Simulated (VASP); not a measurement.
Set up this calculation in VASP 6.6.1, as the native input.

```yaml
Task: single point
Functional: PBE
Potentials_or_basis: VASP PAW PBE potentials, release 64 (Sn_d)
Cutoff: 520 eV
k_mesh: 11 × 11 × 8
Occupations: methfessel-paxton, width 0.3 eV
Spin: no spin polarisation
Dipole_correction: no
Further_INCAR_settings: ALGO = Normal; EDIFF = 1e-06; NBANDS = 21
```

The structure of Sn lies in POSCAR:

```
Sn
1.0
   -2.9773321013      2.9790067394      1.6030901642
    2.9790067394     -2.9773321013      1.6030901642
    2.9770686044      2.9770686044     -1.6000204610
Sn
2
Direct
    0.0000231878      0.9999768122      0.0000000000
    0.7499768122      0.2500231878      0.5000000000
```

One way to write it, as run:

INCAR

```
  PREC = Accurate
  ENCUT = 520
  EDIFF = 1E-6
  ISMEAR = 1
  SIGMA = 0.3
  LREAL = False
  LASPH = True
  NELM = 80
  ALGO = Normal
  ISIF = 2
  LWAVE = False
  LCHARG = True
  GGA = PE
  LELF = True
  LVHAR = True
  NBANDS = 21
```

KPOINTS

```
regular mesh
0
Gamma
  11 11 8
```

Potentials or basis: VASP PAW PBE potentials, release 64 (Sn_d).

Launch:

```console
$ cat potpaw_PBE.64/Sn_d/POTCAR > POTCAR
$ mpirun -np 1 vasp_std > vasp.out
```

It gave:

* Pressure: -0.1 GPa
* Band gap on the k mesh: zero (bands 14 and 15 overlap by 3.51 eV)

Caveat: spin-orbit coupling is left out, which moves the levels of the heavy elements.

Run time: 4.3 min on 1 thread of Intel Xeon 8259CL, on a shared host, peak memory 0.39 GiB.
